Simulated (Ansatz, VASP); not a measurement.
## One calculation of PbF2, two programs

```
CELL_PARAMETERS angstrom
6.40817 0.00000 0.00000
0.00000 3.86378 0.00000
0.00000 0.00000 7.66332
ATOMIC_POSITIONS crystal
Pb 0.74346 0.75000 0.10367
Pb 0.25654 0.25000 0.89633
Pb 0.75654 0.25000 0.60367
Pb 0.24346 0.75000 0.39633
F 0.14095 0.75000 0.06746
F 0.85905 0.25000 0.93254
F 0.35905 0.25000 0.56746
F 0.64095 0.75000 0.43254
F 0.52302 0.75000 0.84853
F 0.47698 0.25000 0.15147
F 0.97698 0.25000 0.34853
F 0.02302 0.75000 0.65147
```

Alike in both runs: functional PBEsol; k mesh 4 × 6 × 4; no spin polarisation.

Ansatz relaxed the structure, and its values are those at the end. VASP's run is a single point on that final structure, the one shown.

```csv
,VASP,Ansatz
version,VASP 6.6.1,Ansatz 0.2.0
potentials or method,"VASP PAW PBE potentials, release 64 (Pb_d, F), cutoff 600 eV","scalar-relativistic, plane waves, PAW"
occupations,"gaussian, width 0.01 eV",fixed
valence electrons in the cell,112,112
```

```csv
,VASP,Ansatz,Ansatz less VASP
gap on the k mesh at the Fermi level (eV),4.22,4.22,+0.004
least direct gap on the mesh (eV),4.46,4.46,+0.004
pressure (GPa),-0.2,0.0,+0.22
rms of the force components (eV/Å),0.008,0.000,-0.0074
```

VASP's potentials were made for PBE, not for PBEsol.

Spin-orbit coupling is off throughout.
